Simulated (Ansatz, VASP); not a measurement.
One calculation of V, two programs

The input INCAR:

```
SYSTEM = V
  PREC = Accurate
  ENCUT = 520
  EDIFF = 1E-6
  ISMEAR = 0
  SIGMA = 0.15
  LREAL = .False.
  LASPH = .True.
  NELM = 80
  ALGO = Fast
  ISIF = 2
  LWAVE = .False.
  LCHARG = .False.
  GGA = PE
  NBANDS = 12
```

Contents of KPOINTS:

```
regular mesh
0
Gamma
  22 22 22
  0 0 0
```

Contents of POSCAR:

```
V
1.0
   -1.4137472000      1.4137472000      1.5130000000
    1.4137472000     -1.4137472000      1.5130000000
    1.6122528000      1.6122528000     -1.5130000000
V
1
Direct
    0.0000000000      0.0000000000      0.0000000000
```

Input for Ansatz:

```yaml
crystal:
  lattice:
    - [-1.4137472, 1.4137472, 1.513]
    - [1.4137472, -1.4137472, 1.513]
    - [1.6122528, 1.6122528, -1.513]
  atoms:
    - { symbol: V, position: [0.0, 0.0, 0.0] }
basis:
  ecutwfc: 420
kpoints:
  mp_grid: { grid: [22, 22, 22] }
hamiltonian:
  xc: pbe
scf:
  occupations: { method: gaussian, width: 0.15 }
output:
  forces: true
  stress: true
  eigenvalues: true
```

Change from the starting cell: strain +0.1312 x Voigt [0, 0, 0, 0, 0, 1], atoms carried along.

Alike in both runs: task single point; functional PBE; k mesh 22 × 22 × 22; occupations gaussian, width 0.15 eV; no spin polarisation.

|  | VASP | Ansatz |
| --- | --- | --- |
| version | VASP 6.6.1 | Ansatz 0.2.0 |
| potentials or method | VASP PAW PBE potentials, release 64 (V_sv), cutoff 520 eV | scalar-relativistic, plane waves, PAW |
| valence electrons in the cell | 13 | 13 |

VASP gave:

* gap on the k mesh at the Fermi level (eV): none
* pressure (GPa): -3.8
* traceless stress, the component that is largest in VASP (GPa): -3.37

Question: Estimate Ansatz's values.

Answer: gap on the k mesh at the Fermi level (eV): none; pressure (GPa): -4.0; traceless stress, the component that is largest in VASP (GPa): -3.33.

A gap of «none» marks a metal or a gap that the smearing closes. With one functional, cell and mesh, what is left measures potentials, basis and numerics.
